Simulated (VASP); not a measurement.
# SbPd3 (Fm-3m) in VASP: a series of runs

SbPd3 is run at these levels: LDA; tasks: single point.

Program: VASP 6.6.1. These are calculated values, not measurements. Logs are shortened: lines on timing, memory, paths and dates and some standing lists are left out, and cuts for length are marked.

## (1) The cell of the first run

It takes space group Fm-3m (No. 225, cubic). The conventional cell has a = 6.388 Å, b = 6.388 Å, c = 6.388 Å, α = 90.00°, β = 90.00°, γ = 90.00°. Sb (site symmetry m-3m) has 14 Pd at 2.77 to 3.19 Å within 3.6 Å. Pd (site symmetry -43m) has 10 Pd at 2.77 to 3.19 Å and 4 Sb at 2.77 Å within 3.6 Å. Pd (site symmetry m-3m) has 8 Pd at 2.77 Å and 6 Sb at 3.19 Å within 3.6 Å.

## (2) Single point, LDA

File INCAR:

```
SYSTEM = SbPd3
PREC = Accurate ; ENCUT = 500
EDIFF = 1E-6 ; ISMEAR = 1
SIGMA = 0.15 ; LREAL = .False.
LASPH = .True. ; NELM = 120
ALGO = Normal ; ISIF = 2
LWAVE = .False. ; LCHARG = .True.
GGA = CA ; LELF = .True.
LVHAR = .True. ; NBANDS = 26
GGA_COMPAT = .False.
```

File KPOINTS:

```
Automatic mesh
0
Gamma
  6 6 6
  0 0 0
```

File POSCAR:

```
SbPd3
1.0
    0.0000000000      3.1938781700      3.1938781700
    3.1938781700      0.0000000000      3.1938781700
    3.1938781700      3.1938781700      0.0000000000
Sb Pd
1 3
Direct
    0.5000000000      0.5000000000      0.5000000000
    0.7500000000      0.7500000000      0.7500000000
    0.2500000000      0.2500000000      0.2500000000
    0.0000000000      0.0000000000      0.0000000000
```

Potentials or basis: VASP PAW LDA potentials, release 64 (Sb, Pd).

Started as:

```
$ cat potpaw_LDA.64/Sb/POTCAR potpaw_LDA.64/Pd/POTCAR > POTCAR
$ mpirun -np 1 vasp_std > vasp.out
```

OUTCAR:

```text
SYSTEM = SbPd3
   PREC = Accurate
   ENCUT = 500
   EDIFF = 1E-6
   ISMEAR = 1
   LREAL = .False.
   LASPH = .True.
   NELM = 120
   ISIF = 2
   GGA = CA

 ion  position               nearest neighbor table
   1  0.500  0.500  0.500-   2 2.77   3 2.77   3 2.77   3 2.77   3 2.77   2 2.77   2 2.77   2 2.77
                             4 3.19   4 3.19   4 3.19   4 3.19   4 3.19   4 3.19
   2  0.750  0.750  0.750-   1 2.77   4 2.77   1 2.77   1 2.77   1 2.77   4 2.77   4 2.77   4 2.77
                             3 3.19   3 3.19   3 3.19   3 3.19   3 3.19   3 3.19
   3  0.250  0.250  0.250-   1 2.77   4 2.77   4 2.77   4 2.77   4 2.77   1 2.77   1 2.77   1 2.77
                             2 3.19   2 3.19   2 3.19   2 3.19   2 3.19   2 3.19
   4  0.000  0.000  0.000-   2 2.77   3 2.77   2 2.77   2 2.77   2 2.77   3 2.77   3 2.77   3 2.77
                             1 3.19   1 3.19   1 3.19   1 3.19   1 3.19   1 3.19

  LATTYP: Found a face centered cubic cell.
 ALAT       =     6.3877563400

  Lattice vectors:

 A1 = (   0.0000000000,   3.1938781700,   3.1938781700)
 A2 = (   3.1938781700,   0.0000000000,   3.1938781700)
 A3 = (   3.1938781700,   3.1938781700,   0.0000000000)

Analysis of symmetry for initial positions (statically):
=====================================================================
 Subroutine PRICEL returns:
 Original cell was already a primitive cell.

 Routine SETGRP: Setting up the symmetry group for a
 face centered cubic supercell.

 Subroutine GETGRP returns: Found 48 space group operations
 (whereof 48 operations were pure point group operations)
 out of a pool of 48 trial point group operations.

The static configuration has the point symmetry O_h .

Analysis of symmetry for dynamics (positions and initial velocities):
=====================================================================
 Subroutine PRICEL returns:
 Original cell was already a primitive cell.

 Routine SETGRP: Setting up the symmetry group for a
 face centered cubic supercell.

 Subroutine GETGRP returns: Found 48 space group operations
 (whereof 48 operations were pure point group operations)
 out of a pool of 48 trial point group operations.

The dynamic configuration has the point symmetry O_h .

 Subroutine INISYM returns: Found 48 space group operations
 (whereof 48 operations are pure point group operations),
 and found     1 'primitive' translations

----------------------------------------------------------------------------------------

                                     Primitive cell

  volume of cell :      65.1606

[... 86 lines left out ...]
   NSW    =      0    number of steps for IOM
   IBRION =     -1    ionic relax: 0-MD 1-quasi-New 2-CG
   NFREE  =      0    steps in history (QN), initial steepest desc. (CG)
   ISIF   =      2    stress and relaxation
   ISYM   =      2    0-nonsym 1-usesym 2-fastsym
   POTIM  = 0.5000    time-step for ionic-motion
   TEBEG  =    0.0;   TEEND  =   0.0 temperature during run
   PSTRESS=    0.0 pullay stress
   NELECT =      35.0000    total number of electrons
   NUPDOWN=      -1.0000    fix difference up-down
   EMIN   =  10.00;   EMAX   =-10.00  energy-range for DOS
   EFERMI =   0.00;   METHOD = LEGACY
   ISMEAR =     1;   SIGMA  =   0.15  broadening in eV -4-tet -1-fermi 0-gaus
   EFERMI_NEDOS =   21; number of points for ismear=-14 and -15
   IALGO  =     38    algorithm
   IMIX   =      4    mixing-type and parameters
     AMIX     =   0.40;   BMIX     =  1.00
     AMIX_MAG =   1.60;   BMIX_MAG =  1.00
  volume/ion in A,a.u.               =      16.29       109.93
  Fermi-wavevector in a.u.,A,eV,Ry     =   1.330768  2.514788 24.095166  1.770945
  Thomas-Fermi vector in A             =   2.459830
   LORBIT       =      0    0 simple, 1 ext, 2 COOP (PROOUT), +10 PAW based schemes
   GGA     = CA    functional components
   LHFCALC =     F    Hartree Fock is set to
   AEXX    =    0.0000 exact exchange contribution
   IVDW    =     0    specifies the selected vdW correction
   LEPSILON=     F    determine dielectric tensor
   LRPA    =     F    only Hartree local field effects (RPA)
 non-spin polarized calculation
 Methfessel and Paxton  Order N= 1 SIGMA  =   0.15
  energy-cutoff  :      500.00
  volume of cell :       65.16
 maximum number of plane-waves:      1676
 NGX is ok and might be reduce to    36
   NGX = 17   NGY = 17   NGZ = 17

 number of electron      34.9999996 magnetization

 Free energy of the ion-electron system (eV)
  ---------------------------------------------------
  ext. energy  EPLUGINS =         0.00000000
  ---------------------------------------------------
  free energy    TOTEN  =       -25.72432816 eV

  energy without entropy =      -25.72099756  energy(sigma->0) =      -25.72321796

 E-fermi :  10.6028     XC(G=0): -12.8571

 val. band max:       10.5207524775   @ k =   0.3333   0.0000   0.0000
 cond. band min:      10.6075851030   @ k =   0.5000   0.3333   0.1667
 fundamental gap:      0.0868326255
 Fermi energy:        10.6028010844

 k-point     1 :       0.0000    0.0000    0.0000
  band No.  band energies     occupation
      1      -1.0535      2.00000
      2       5.3697      2.00000
      3       5.3697      2.00000
      4       5.3697      2.00000
      5       5.8617      2.00000
      6       5.8617      2.00000
[... 453 lines left out ...]
     25      20.8582      0.00000
     26      21.2894      0.00000

------------------------ aborting loop because EDIFF is reached ----------------------------------------

  FORCE on cell =-STRESS in cart. coord.  units (eV):
  Direction    XX          YY          ZZ          XY          YZ          ZX
  --------------------------------------------------------------------------------------
  -------------------------------------------------------------------------------------
  Total       -3.2928314     -3.2928314     -3.2928314      0.0000000      0.0000000      0.0000000
  in kB      -80.9645760    -80.9645760    -80.9645760      0.0000000      0.0000000      0.0000000
  external PRESSURE =     -80.9645760 kB  Pullay stress =       0.0000000 kB

 VOLUME and BASIS-vectors are now :
 -----------------------------------------------------------------------------
  energy-cutoff  :      500.00
  volume of cell :       65.16
      direct lattice vectors                 reciprocal lattice vectors
     0.000000000  3.193878170  3.193878170    -0.156549490  0.156549490  0.156549490
     3.193878170  0.000000000  3.193878170     0.156549490 -0.156549490  0.156549490
     3.193878170  3.193878170  0.000000000     0.156549490  0.156549490 -0.156549490

 POSITION                                       TOTAL-FORCE (eV/Angst)
 -----------------------------------------------------------------------------------
      3.19388      3.19388      3.19388         0.000000     -0.000000      0.000000
      4.79082      4.79082      4.79082         0.000000      0.000000     -0.000000
      1.59694      1.59694      1.59694        -0.000000     -0.000000      0.000000
      0.00000      0.00000      0.00000         0.000000     -0.000000      0.000000
 -----------------------------------------------------------------------------------
    total drift:                                0.000000      0.000000      0.000000

  FREE ENERGIE OF THE ION-ELECTRON SYSTEM (eV)
  ---------------------------------------------------
  free  energy   TOTEN  =       -25.7243281552 eV

  energy  without entropy=      -25.7209975576  energy(sigma->0) =      -25.72321796
```

stdout:

```text
POSCAR found type information on POSCAR SbPd
 POSCAR found :  2 types and       4 ions
 scaLAPACK will be used
 LDA part: xc-table for (Slater(with rela. corr.)+CA(PZ))
 , standard interpolation
 POSCAR, INCAR and KPOINTS ok, starting setup
 FFT: planning ... GRIDC
 FFT: planning ... GRID_SOFT
 FFT: planning ... GRID
 WAVECAR not read
 entering main loop
```

It took 31 s on 1 thread of Intel Xeon Platinum 8375C at 2.90GHz (Ice Lake), shared host; peak memory 0.18 GiB.

Results:

```
Free energy            : -25.7243 eV
Pressure               : -8.1 GPa
Band gap on the k mesh : zero (an odd number of electrons rules out a gap without spin polarisation)
```

Caveat: the cell stands under tension; spin-orbit coupling is left out, which moves the levels of the heavy elements.

## (3) Single point, LDA

File INCAR:

```
SYSTEM = SbPd3
  ALGO = Normal
  EDIFF = 1E-6
  ENCUT = 500
  GGA_COMPAT = .FALSE.
  ISIF = 2
  ISMEAR = 1
  LASPH = .TRUE.
  LCHARG = .FALSE.
  LREAL = .FALSE.
  LWAVE = .FALSE.
  NBANDS = 26
  NELM = 120
  PREC = Accurate
  SIGMA = 0.15
```

File KPOINTS:

```
k-points
0
G
  6 6 6
  0 0 0
```

POSCAR is that of step 2.

Potentials or basis: VASP PAW LDA potentials, release 64 (Sb, Pd).

Started as:

```
$ cat potpaw_LDA.64/Sb/POTCAR potpaw_LDA.64/Pd/POTCAR > POTCAR
$ mpirun -np 1 vasp_std > vasp.out
```

OUTCAR:

```text
SYSTEM = SbPd3
   EDIFF = 1E-6
   ENCUT = 500
   ISIF = 2
   ISMEAR = 1
   LASPH = .TRUE.
   LREAL = .FALSE.
   NELM = 120
   PREC = Accurate

 ion  position               nearest neighbor table
   1  0.500  0.500  0.500-   2 2.77   3 2.77   3 2.77   3 2.77   3 2.77   2 2.77   2 2.77   2 2.77
                             4 3.19   4 3.19   4 3.19   4 3.19   4 3.19   4 3.19
   2  0.750  0.750  0.750-   1 2.77   4 2.77   1 2.77   1 2.77   1 2.77   4 2.77   4 2.77   4 2.77
                             3 3.19   3 3.19   3 3.19   3 3.19   3 3.19   3 3.19
   3  0.250  0.250  0.250-   1 2.77   4 2.77   4 2.77   4 2.77   4 2.77   1 2.77   1 2.77   1 2.77
                             2 3.19   2 3.19   2 3.19   2 3.19   2 3.19   2 3.19
   4  0.000  0.000  0.000-   2 2.77   3 2.77   2 2.77   2 2.77   2 2.77   3 2.77   3 2.77   3 2.77
                             1 3.19   1 3.19   1 3.19   1 3.19   1 3.19   1 3.19

  LATTYP: Found a face centered cubic cell.
 ALAT       =     6.3877563400

  Lattice vectors:

 A1 = (   0.0000000000,   3.1938781700,   3.1938781700)
 A2 = (   3.1938781700,   0.0000000000,   3.1938781700)
 A3 = (   3.1938781700,   3.1938781700,   0.0000000000)

Analysis of symmetry for initial positions (statically):
=====================================================================
 Subroutine PRICEL returns:
 Original cell was already a primitive cell.

 Routine SETGRP: Setting up the symmetry group for a
 face centered cubic supercell.

 Subroutine GETGRP returns: Found 48 space group operations
 (whereof 48 operations were pure point group operations)
 out of a pool of 48 trial point group operations.

The static configuration has the point symmetry O_h .

Analysis of symmetry for dynamics (positions and initial velocities):
=====================================================================
 Subroutine PRICEL returns:
 Original cell was already a primitive cell.

 Routine SETGRP: Setting up the symmetry group for a
 face centered cubic supercell.

 Subroutine GETGRP returns: Found 48 space group operations
 (whereof 48 operations were pure point group operations)
 out of a pool of 48 trial point group operations.

The dynamic configuration has the point symmetry O_h .

 Subroutine INISYM returns: Found 48 space group operations
 (whereof 48 operations are pure point group operations),
 and found     1 'primitive' translations

----------------------------------------------------------------------------------------

                                     Primitive cell

  volume of cell :      65.1606

  direct lattice vectors                    reciprocal lattice vectors
     0.000000000  3.193878170  3.193878170    -0.156549490  0.156549490  0.156549490
     3.193878170  0.000000000  3.193878170     0.156549490 -0.156549490  0.156549490
     3.193878170  3.193878170  0.000000000     0.156549490  0.156549490 -0.156549490

  length of vectors
     4.516825825  4.516825825  4.516825825     0.271151671  0.271151671  0.271151671

  position of ions in fractional coordinates (direct lattice)
     0.500000000  0.500000000  0.500000000
     0.750000000  0.750000000  0.750000000
     0.250000000  0.250000000  0.250000000
     0.000000000  0.000000000  0.000000000

  ion indices of the primitive-cell ions
   primitive index   ion index
[... 28 lines left out ...]

 Found     16 irreducible k-points:

 Following reciprocal coordinates:
            Coordinates               Weight
  0.000000  0.000000  0.000000      1.000000
  0.166667  0.000000  0.000000      8.000000
  0.333333  0.000000  0.000000      8.000000
  0.500000  0.000000  0.000000      4.000000
  0.166667  0.166667  0.000000      6.000000
  0.333333  0.166667  0.000000     24.000000
[... 8 lines left out ...]
 -0.333333  0.333333  0.166667     24.000000
 -0.333333  0.500000  0.166667     12.000000
   k-points           NKPTS =     16   k-points in BZ     NKDIM =     16   number of bands    NBANDS=     26
   number of dos      NEDOS =    301   number of ions     NIONS =      4
   total plane-waves  NPLWV =  46656
   dimension x,y,z NGX =    36 NGY =   36 NGZ =   36
   dimension x,y,z NGXF=    72 NGYF=   72 NGZF=   72
   ions per type =               1   3
   NGX,Y,Z   is equivalent  to a cutoff of  13.25, 13.25, 13.25 a.u.
   NGXF,Y,Z  is equivalent  to a cutoff of  26.50, 26.50, 26.50 a.u.
 SYSTEM =  SbPd3
   PREC   = accura    normal or accurate (medium, high low for compatibility)
   ISTART =      0    job   : 0-new  1-cont  2-samecut
   ICHARG =      2    charge: 1-file 2-atom 10-const
   ISPIN  =      1    spin polarized calculation?
   LNONCOLLINEAR =      F non collinear calculations
   LSORBIT =      F    spin-orbit coupling
   LASPH  =      T    aspherical Exc in radial PAW
   ENCUT  =  500.0 eV  36.75 Ry    6.06 a.u.   8.24  8.24  8.24*2*pi/ulx,y,z
   NELM   =    120;   NELMIN=  2; NELMDL= -5     # of ELM steps
   EDIFF  = 0.1E-05   stopping-criterion for ELM
   LREAL  =      F    real-space projection
   EDIFFG = 0.1E-04   stopping-criterion for IOM
   NSW    =      0    number of steps for IOM
   IBRION =     -1    ionic relax: 0-MD 1-quasi-New 2-CG
   NFREE  =      0    steps in history (QN), initial steepest desc. (CG)
   ISIF   =      2    stress and relaxation
   ISYM   =      2    0-nonsym 1-usesym 2-fastsym
   POTIM  = 0.5000    time-step for ionic-motion
   TEBEG  =    0.0;   TEEND  =   0.0 temperature during run
   PSTRESS=    0.0 pullay stress
   NELECT =      35.0000    total number of electrons
   NUPDOWN=      -1.0000    fix difference up-down
   EMIN   =  10.00;   EMAX   =-10.00  energy-range for DOS
   EFERMI =   0.00;   METHOD = LEGACY
   ISMEAR =     1;   SIGMA  =   0.15  broadening in eV -4-tet -1-fermi 0-gaus
   EFERMI_NEDOS =   21; number of points for ismear=-14 and -15
   IALGO  =     38    algorithm
   IMIX   =      4    mixing-type and parameters
     AMIX     =   0.40;   BMIX     =  1.00
     AMIX_MAG =   1.60;   BMIX_MAG =  1.00
  volume/ion in A,a.u.               =      16.29       109.93
  Fermi-wavevector in a.u.,A,eV,Ry     =   1.330768  2.514788 24.095166  1.770945
  Thomas-Fermi vector in A             =   2.459830
   LORBIT       =      0    0 simple, 1 ext, 2 COOP (PROOUT), +10 PAW based schemes
   GGA     = CA    functional components
   LHFCALC =     F    Hartree Fock is set to
   AEXX    =    0.0000 exact exchange contribution
   IVDW    =     0    specifies the selected vdW correction
   LEPSILON=     F    determine dielectric tensor
   LRPA    =     F    only Hartree local field effects (RPA)
 non-spin polarized calculation
 Methfessel and Paxton  Order N= 1 SIGMA  =   0.15
  energy-cutoff  :      500.00
  volume of cell :       65.16
 maximum number of plane-waves:      1676
 NGX is ok and might be reduce to    36
   NGX = 17   NGY = 17   NGZ = 17

 number of electron      34.9999996 magnetization

 Free energy of the ion-electron system (eV)
  ---------------------------------------------------
  ext. energy  EPLUGINS =         0.00000000
  ---------------------------------------------------
  free energy    TOTEN  =       -25.72432816 eV

  energy without entropy =      -25.72099756  energy(sigma->0) =      -25.72321796

 E-fermi :  10.6028     XC(G=0): -12.8571

 val. band max:       10.5207524775   @ k =   0.3333   0.0000   0.0000
 cond. band min:      10.6075851030   @ k =   0.5000   0.3333   0.1667
 fundamental gap:      0.0868326255
 Fermi energy:        10.6028010844

 k-point     1 :       0.0000    0.0000    0.0000
  band No.  band energies     occupation
      1      -1.0535      2.00000
      2       5.3697      2.00000
      3       5.3697      2.00000
      4       5.3697      2.00000
      5       5.8617      2.00000
      6       5.8617      2.00000
[... 453 lines left out ...]
     25      20.8582      0.00000
     26      21.2894      0.00000

------------------------ aborting loop because EDIFF is reached ----------------------------------------

  FORCE on cell =-STRESS in cart. coord.  units (eV):
  Direction    XX          YY          ZZ          XY          YZ          ZX
  --------------------------------------------------------------------------------------
  -------------------------------------------------------------------------------------
  Total       -3.2928314     -3.2928314     -3.2928314      0.0000000      0.0000000      0.0000000
  in kB      -80.9645760    -80.9645760    -80.9645760      0.0000000      0.0000000      0.0000000
  external PRESSURE =     -80.9645760 kB  Pullay stress =       0.0000000 kB

 VOLUME and BASIS-vectors are now :
 -----------------------------------------------------------------------------
  energy-cutoff  :      500.00
  volume of cell :       65.16
      direct lattice vectors                 reciprocal lattice vectors
     0.000000000  3.193878170  3.193878170    -0.156549490  0.156549490  0.156549490
     3.193878170  0.000000000  3.193878170     0.156549490 -0.156549490  0.156549490
     3.193878170  3.193878170  0.000000000     0.156549490  0.156549490 -0.156549490

 POSITION                                       TOTAL-FORCE (eV/Angst)
 -----------------------------------------------------------------------------------
      3.19388      3.19388      3.19388         0.000000     -0.000000      0.000000
      4.79082      4.79082      4.79082         0.000000      0.000000     -0.000000
      1.59694      1.59694      1.59694        -0.000000     -0.000000      0.000000
      0.00000      0.00000      0.00000         0.000000     -0.000000      0.000000
 -----------------------------------------------------------------------------------
    total drift:                                0.000000      0.000000      0.000000

  FREE ENERGIE OF THE ION-ELECTRON SYSTEM (eV)
  ---------------------------------------------------
  free  energy   TOTEN  =       -25.7243281552 eV

  energy  without entropy=      -25.7209975576  energy(sigma->0) =      -25.72321796
```

It took 23 s on 1 thread of Intel Xeon Platinum 8375C at 2.90GHz (Ice Lake), shared host; peak memory 0.18 GiB.

What came out:

```
Free energy            : -25.7243 eV
Pressure               : -8.1 GPa
Band gap on the k mesh : zero (an odd number of electrons rules out a gap without spin polarisation)
```

Caveat: the cell stands under tension; spin-orbit coupling is left out, which moves the levels of the heavy elements.
